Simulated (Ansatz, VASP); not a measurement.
## Two plane-wave programs on Mg

```
CELL_PARAMETERS angstrom
0.00000 3.47533 3.47533
3.47533 0.00000 3.47533
3.47533 3.47533 0.00000
ATOMIC_POSITIONS crystal
Mg 0.12500 0.12500 0.12500
Mg 0.87500 0.87500 0.87500
```

Alike in both runs: task single point; functional LDA; k mesh 9 × 9 × 9; occupations fermi-dirac, width 0.1 eV; no spin polarisation.

|  | VASP | Ansatz |
| --- | --- | --- |
| version | VASP 6.6.1 | Ansatz 0.2.0 |
| potentials or method | VASP PAW LDA potentials, release 64 (Mg), cutoff 520 eV | plane waves (420 eV) with PAW, scalar-relativistic |
| valence electrons in the cell | 4 | 20 |

|  | VASP | Ansatz | Ansatz less VASP |
| --- | --- | --- | --- |
| pressure (GPa) | -1.2 | -1.1 | +0.09 |

Ansatz warns that its potentials were made for another functional, while VASP's fit it. LDA's correlation is that of Perdew and Zunger in VASP and of Perdew and Wang (1992) in Ansatz. VASP's potentials hold 4 valence electrons a cell and Ansatz's 20, so a difference there can come from the potentials and not from the codes.
